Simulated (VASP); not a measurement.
# Au (Pm-3m) in VASP: further runs, part 2 of 2

VASP 6.6.1. The steps go on from the part before.

## Step 3: Single point, PBEsol

This run uses another cell than the first one, of 19.30 Å³/atom, 0.985 times its volume.

INCAR

```
SYSTEM = Au
PREC     = Accurate       ! precision mode
ENCUT    = 500            ! plane-wave cutoff, eV
EDIFF    = 1E-6           ! SCF threshold, eV
ISMEAR   = -1             ! smearing method
SIGMA    = 0.1            ! smearing width, eV
LREAL    = .FALSE.        ! projectors in reciprocal space
LASPH    = .TRUE.         ! aspherical terms in the spheres
NELM     = 120            ! most SCF steps
ALGO     = Normal         ! electronic algorithm
ISIF     = 2              ! what is computed and relaxed
LWAVE    = .FALSE.        ! write WAVECAR
LCHARG   = .FALSE.        ! write CHGCAR
GGA      = PS             ! functional
NBANDS   = 12             ! bands
GGA_COMPAT= .FALSE.
```

KPOINTS

```
regular mesh
0
G
  8 8 8
  0 0 0
```

POSCAR

```
Au
1.0
    2.6825960421      0.0000000000      0.0000000000
    0.0000000000      2.6825960421      0.0000000000
    0.0000000000      0.0000000000      2.6825960421
Au
1
Direct
    0.0000000000      0.0000000000      0.0000000000
```

Potentials or basis: VASP PAW PBE potentials, release 64 (Au).

The run is started by

```console
cat potpaw_PBE.64/Au/POTCAR > POTCAR
mpirun -np 1 vasp_std > vasp.out
```

Wall time 4.2 s (1 thread of Intel Xeon 6975P-C (Granite Rapids), shared host); peak memory 0.12 GiB.

Results (log left out):

```
Free energy : -3.6581 eV
Pressure    : 1.8 GPa
```

Levels at points of the mesh, in eV from the Fermi level:
```
           k point  band 2  band 3  band 4  band 5  band 6  band 7  band 8  band 9
(0.00, 0.00, 0.00)   -6.13   -6.13   -1.40   -1.40   -1.40   14.20   14.20   14.20
(0.50, 0.00, 0.00)   -5.68   -3.03   -3.03   -1.24   -0.81    2.37   16.38   18.77
(0.50, 0.50, 0.00)   -5.29   -2.74   -2.74   -0.13    3.76    3.76    7.06   11.80
(0.50, 0.50, 0.50)   -5.33   -5.33   -0.02   -0.02    8.71    8.71    8.71    9.94
```

Caveat: the PAW data sets were made with another functional, which shifts forces and pressure a little; spin-orbit coupling is left out, which moves the levels of the heavy elements.

## Step 4: Single point, PBEsol

This run uses another cell than the first one, of 19.89 Å³/atom, 1.015 times its volume.

INCAR

```
SYSTEM = Au
PREC = Accurate ; ENCUT = 500
EDIFF = 1E-6 ; ISMEAR = -1
SIGMA = 0.1 ; LREAL = .False.
LASPH = .True. ; NELM = 120
ALGO = Normal ; ISIF = 2
LWAVE = .False. ; LCHARG = .False.
GGA = PS ; NBANDS = 12
GGA_COMPAT = .False.
```

KPOINTS

```
regular mesh
0
Gamma
  8 8 8
  0 0 0
```

POSCAR

```
Au
1.0
    2.7095586130      0.0000000000      0.0000000000
    0.0000000000      2.7095586130      0.0000000000
    0.0000000000      0.0000000000      2.7095586130
Au
1
Direct
    0.0000000000      0.0000000000      0.0000000000
```

Potentials or basis: VASP PAW PBE potentials, release 64 (Au).

The run is started by

```console
cat potpaw_PBE.64/Au/POTCAR > POTCAR
mpirun -np 1 vasp_std > vasp.out
```

OUTCAR:

```text
SYSTEM = Au
   PREC = Accurate
   ENCUT = 500
   EDIFF = 1E-6
   ISMEAR = -1
   LREAL = .False.
   LASPH = .True.
   NELM = 120
   ISIF = 2
   GGA = PS

 ion  position               nearest neighbor table
   1  0.000  0.000  0.000-

  LATTYP: Found a simple cubic cell.
 ALAT       =     2.7095586130

  Lattice vectors:

 A1 = (   2.7095586130,   0.0000000000,   0.0000000000)
 A2 = (   0.0000000000,   2.7095586130,   0.0000000000)
 A3 = (   0.0000000000,   0.0000000000,   2.7095586130)

[... 536 lines left out ...]
     11      27.0016      0.00000
     12      28.6127      0.00000

 [... further k-points ...]

------------------------ aborting loop because EDIFF is reached ----------------------------------------

  FORCE on cell =-STRESS in cart. coord.  units (eV):
  Direction    XX          YY          ZZ          XY          YZ          ZX
  --------------------------------------------------------------------------------------
  -------------------------------------------------------------------------------------
  Total       -0.2449558     -0.2449558     -0.2449558     -0.0000000      0.0000000     -0.0000000
  in kB      -19.7288911    -19.7288911    -19.7288911     -0.0000000      0.0000000     -0.0000000
  external PRESSURE =     -19.7288911 kB  Pullay stress =       0.0000000 kB

 VOLUME and BASIS-vectors are now :
 -----------------------------------------------------------------------------
  energy-cutoff  :      500.00
  volume of cell :       19.89
      direct lattice vectors                 reciprocal lattice vectors
     2.709558613  0.000000000  0.000000000     0.369063801  0.000000000  0.000000000
     0.000000000  2.709558613  0.000000000     0.000000000  0.369063801  0.000000000
     0.000000000  0.000000000  2.709558613     0.000000000  0.000000000  0.369063801

 POSITION                                       TOTAL-FORCE (eV/Angst)
 -----------------------------------------------------------------------------------
      0.00000      0.00000      0.00000         0.000000      0.000000      0.000000
 -----------------------------------------------------------------------------------
    total drift:                                0.000000      0.000000      0.000000

  FREE ENERGIE OF THE ION-ELECTRON SYSTEM (eV)
  ---------------------------------------------------
  free  energy   TOTEN  =        -3.6579799268 eV

  energy  without entropy=       -3.6451833124  energy(sigma->0) =       -3.65158162
```

Run time: 3.1 s. Hardware: 1 thread of Intel Xeon 6975P-C (Granite Rapids), shared host; peak memory 0.12 GiB.

What came out:

* Free energy: -3.6580 eV
* Pressure: -2.0 GPa

Caveat: the PAW data sets were made with another functional, which shifts forces and pressure a little; spin-orbit coupling is left out, which moves the levels of the heavy elements.

## Step 5: Summary

| cell | gap on the mesh (eV) | pressure (GPa) |
| --- | --- | --- |
| a = 2.696 Å, 1 atom | none | -0.2 |
| a = 2.683 Å, 1 atom | none | 1.8 |
| a = 2.710 Å, 1 atom | none | -2.0 |

Alike in all rows: task single point; level PBEsol; potentials or basis VASP PAW PBE potentials, release 64 (Au); no spin polarisation; k mesh 8 × 8 × 8; cutoff (eV) 500; smearing fermi-dirac 0.1 eV.

Caveats: the PAW data sets were made with another functional, which shifts forces and pressure a little; spin-orbit coupling is left out, which moves the levels of the heavy elements.

Total energies depend on the potentials used, so only differences within one code and one set of settings carry meaning.
